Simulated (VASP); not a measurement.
GaN:

```
Ga N
1.0
     3.21154    0.00000    0.00000
    -1.60577    2.78127    0.00000
     0.00000    0.00000   10.35684
Ga N
4 4
Direct
  0.00000 0.00000 0.78587
  0.66667 0.33333 0.03735
  0.33333 0.66667 0.53735
  0.00000 0.00000 0.28587
  0.00000 0.00000 0.09304
  0.66667 0.33333 0.34375
  0.00000 0.00000 0.59304
  0.33333 0.66667 0.84374
```

Base run:

```yaml
Program: VASP 6.6.1
Functional: PBEsol
Potentials_or_basis: VASP PAW PBE potentials, release 64 (Ga_d, N)
Cutoff: 520 eV
k_mesh: 12 × 12 × 4
Occupations: gaussian, width 0.01 eV
Spin: no spin polarisation
```

Its results: band gap on the k mesh 0.79 eV, direct; pressure -6.2 GPa; largest force 0.231 eV/Å.

Question: The run is repeated on the same cell with these changes: functional from PBEsol to r2SCAN. What comes out?

Answer: Band gap on the k mesh 1.21 eV, direct; pressure -5.4 GPa; largest force 0.265 eV/Å.

r2SCAN gives the wider gap, since meta-GGAs in the generalised Kohn-Sham scheme recover part of the derivative discontinuity.

Caveats: the PAW data sets were made with another functional, which shifts forces and pressure a little.

